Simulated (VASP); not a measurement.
# C (Fd-3m) in VASP: notebook

C is run at these levels: BLYP; tasks: single point.

Everything below comes from runs of VASP 6.6.1. Logs are shortened: lines on timing, memory, paths and dates and some standing lists are left out, and cuts for length are marked.

## (1) The cell of the first run

The structure is cubic, space group Fd-3m (No. 227). Conventional cell: a = 3.597 Å, b = 3.597 Å, c = 3.597 Å, α = 90.00°, β = 90.00°, γ = 90.00°. Within 2.1 Å of C (site symmetry -43m) lie 4 C at 1.56 Å.

## (2) Single point, BLYP

The input, INCAR:

```
SYSTEM = C
AGGAC    = 1.0          
AGGAX    = 1.0          
ALDAC    = 0.0          
ALDAX    = 1.0          
ALGO     = Normal         ! electronic algorithm
EDIFF    = 1E-7           ! SCF threshold, eV
ENCUT    = 520            ! plane-wave cutoff, eV
GGA      = B5             ! functional
ISIF     = 2              ! what is computed and relaxed
ISMEAR   = -1             ! smearing method
LASPH    = .TRUE.         ! aspherical terms in the spheres
LCHARG   = .FALSE.        ! write CHGCAR
LREAL    = .FALSE.        ! projectors in reciprocal space
LWAVE    = .FALSE.        ! write WAVECAR
NBANDS   = 11             ! bands
NELM     = 80             ! most SCF steps
PREC     = Accurate       ! precision mode
SIGMA    = 0.05           ! smearing width, eV
```

The input, KPOINTS:

```
k-points
0
G
  8 8 8
  0 0 0
```

The input, POSCAR:

```
C
1.0
    0.0000000000      1.7987273401      1.7987273401
    1.7987273401      0.0000000000      1.7987273401
    1.7987273401      1.7987273401      0.0000000000
C
2
Direct
    0.5000000000      0.5000000000      0.5000000000
    0.7500000000      0.7500000000      0.7500000000
```

Potentials or basis: VASP PAW PBE potentials, release 64 (C).

Run with:

```sh
$ cat potpaw_PBE.64/C/POTCAR > POTCAR
$ mpirun -np 1 vasp_std > vasp.out
```

OUTCAR:

```text
SYSTEM = C
   EDIFF = 1E-7
   ENCUT = 520
   GGA = B5
   ISIF = 2
   ISMEAR = -1
   LASPH = .TRUE.
   LREAL = .FALSE.
   NELM = 80
   PREC = Accurate

 ion  position               nearest neighbor table
   1  0.500  0.500  0.500-   2 1.56   2 1.56   2 1.56   2 1.56
   2  0.750  0.750  0.750-   1 1.56   1 1.56   1 1.56   1 1.56

  LATTYP: Found a face centered cubic cell.
 ALAT       =     3.5974546802

  Lattice vectors:

 A1 = (   0.0000000000,   1.7987273401,   1.7987273401)
 A2 = (   1.7987273401,   0.0000000000,   1.7987273401)
 A3 = (   1.7987273401,   1.7987273401,   0.0000000000)

Analysis of symmetry for initial positions (statically):
=====================================================================
 Subroutine PRICEL returns:
 Original cell was already a primitive cell.

 Routine SETGRP: Setting up the symmetry group for a
 face centered cubic supercell.

 Subroutine GETGRP returns: Found 48 space group operations
 (whereof 24 operations were pure point group operations)
 out of a pool of 48 trial point group operations.

The static configuration has the point symmetry T_d .
 The point group associated with its full space group is O_h .

Analysis of symmetry for dynamics (positions and initial velocities):
=====================================================================
 Subroutine PRICEL returns:
 Original cell was already a primitive cell.

 Routine SETGRP: Setting up the symmetry group for a
 face centered cubic supercell.

 Subroutine GETGRP returns: Found 48 space group operations
 (whereof 24 operations were pure point group operations)
 out of a pool of 48 trial point group operations.

The dynamic configuration has the point symmetry T_d .
 The point group associated with its full space group is O_h .

 Subroutine INISYM returns: Found 48 space group operations
 (whereof 24 operations are pure point group operations),
 and found     1 'primitive' translations

----------------------------------------------------------------------------------------

                                     Primitive cell

  volume of cell :      11.6393

  direct lattice vectors                    reciprocal lattice vectors
     0.000000000  1.798727340  1.798727340    -0.277974315  0.277974315  0.277974315
     1.798727340  0.000000000  1.798727340     0.277974315 -0.277974315  0.277974315
     1.798727340  1.798727340  0.000000000     0.277974315  0.277974315 -0.277974315

  length of vectors
     2.543784599  2.543784599  2.543784599     0.481465637  0.481465637  0.481465637

  position of ions in fractional coordinates (direct lattice)
     0.500000000  0.500000000  0.500000000
[... 83 lines left out ...]
   NFREE  =      0    steps in history (QN), initial steepest desc. (CG)
   ISIF   =      2    stress and relaxation
   ISYM   =      2    0-nonsym 1-usesym 2-fastsym
   POTIM  = 0.5000    time-step for ionic-motion
   TEBEG  =    0.0;   TEEND  =   0.0 temperature during run
   PSTRESS=    0.0 pullay stress
   NELECT =       8.0000    total number of electrons
   NUPDOWN=      -1.0000    fix difference up-down
   EMIN   =  10.00;   EMAX   =-10.00  energy-range for DOS
   EFERMI =   0.00;   METHOD = LEGACY
   ISMEAR =    -1;   SIGMA  =   0.05  broadening in eV -4-tet -1-fermi 0-gaus
   EFERMI_NEDOS =   21; number of points for ismear=-14 and -15
   IALGO  =     38    algorithm
   IMIX   =      4    mixing-type and parameters
     AMIX     =   0.40;   BMIX     =  1.00
     AMIX_MAG =   1.60;   BMIX_MAG =  1.00
  volume/ion in A,a.u.               =       5.82        39.27
  Fermi-wavevector in a.u.,A,eV,Ry     =   1.444761  2.730203 28.399927  2.087336
  Thomas-Fermi vector in A             =   2.563020
   LORBIT       =      0    0 simple, 1 ext, 2 COOP (PROOUT), +10 PAW based schemes
   GGA     = B5    functional components
   LHFCALC =     F    Hartree Fock is set to
   AEXX    =    0.0000 exact exchange contribution
   IVDW    =     0    specifies the selected vdW correction
   LEPSILON=     F    determine dielectric tensor
   LRPA    =     F    only Hartree local field effects (RPA)
 non-spin polarized calculation
  energy-cutoff  :      520.00
  volume of cell :       11.64
 maximum number of plane-waves:       331
   NGX =  9   NGY =  9   NGZ =  9

 number of electron       8.0000000 magnetization

 Free energy of the ion-electron system (eV)
  ---------------------------------------------------
  ext. energy  EPLUGINS =         0.00000000
  ---------------------------------------------------
  free energy    TOTEN  =       -16.72910140 eV

  energy without entropy =      -16.72910140  energy(sigma->0) =      -16.72910140

 E-fermi :  10.6285     XC(G=0): -12.4207

 val. band max:        9.6460084896   @ k =   0.0000   0.0000   0.0000
 cond. band min:      14.0380800655   @ k =   0.3750   0.3750   0.0000
 fundamental gap:      4.3920715759
 Fermi energy:        10.6285440830

 k-point     1 :       0.0000    0.0000    0.0000
  band No.  band energies     occupation
      1     -11.2089      2.00000
      2       9.6460      2.00000
      3       9.6460      2.00000
      4       9.6460      2.00000
      5      15.3130      0.00000
      6      15.3130      0.00000
      7      15.3130      0.00000
      8      22.4898      0.00000
      9      29.1203      0.00000
     10      36.2879      0.00000
     11      36.2879      0.00000
[... 309 lines left out ...]
 k-point    24 :      -0.3750    0.2500    0.1250
  band No.  band energies     occupation
      1      -4.6720      2.00000
      2      -2.2295      2.00000
      3       3.5842      2.00000
      4       5.1919      2.00000
      5      18.1155      0.00000
      6      19.0397      0.00000
      7      22.3931      0.00000
      8      24.2853      0.00000
      9      28.0667      0.00000
     10      33.1858      0.00000
     11      35.9268      0.00000

 [... further k-points ...]
[... 5 lines left out ...]
  --------------------------------------------------------------------------------------
  -------------------------------------------------------------------------------------
  Total        0.0494344      0.0494344      0.0494344     -0.0000000     -0.0000000      0.0000000
  in kB        6.8047802      6.8047802      6.8047802     -0.0000000     -0.0000000      0.0000000
  external PRESSURE =       6.8047802 kB  Pullay stress =       0.0000000 kB

 VOLUME and BASIS-vectors are now :
 -----------------------------------------------------------------------------
  energy-cutoff  :      520.00
  volume of cell :       11.64
      direct lattice vectors                 reciprocal lattice vectors
     0.000000000  1.798727340  1.798727340    -0.277974315  0.277974315  0.277974315
     1.798727340  0.000000000  1.798727340     0.277974315 -0.277974315  0.277974315
     1.798727340  1.798727340  0.000000000     0.277974315  0.277974315 -0.277974315

 POSITION                                       TOTAL-FORCE (eV/Angst)
 -----------------------------------------------------------------------------------
      1.79873      1.79873      1.79873         0.000000      0.000000      0.000000
      2.69809      2.69809      2.69809        -0.000000     -0.000000     -0.000000
 -----------------------------------------------------------------------------------
    total drift:                               -0.000000     -0.000000     -0.000000

  FREE ENERGIE OF THE ION-ELECTRON SYSTEM (eV)
  ---------------------------------------------------
  free  energy   TOTEN  =       -16.7291013976 eV

  energy  without entropy=      -16.7291013975  energy(sigma->0) =      -16.72910140
```

Wall time 5.7 s (1 thread of AMD EPYC 7R13 (Zen 3), shared host); peak memory 0.08 GiB.

What came out:

* Free energy: -16.7291 eV
* Pressure: 0.7 GPa
* Band gap on the k mesh: 4.39 eV, indirect (least direct gap 5.67 eV)

Caveat: the PAW data sets were made with another functional, which shifts forces and pressure a little. As with any semilocal functional, this BLYP gap is likely too small.

(Continued in part 2 of 2.)
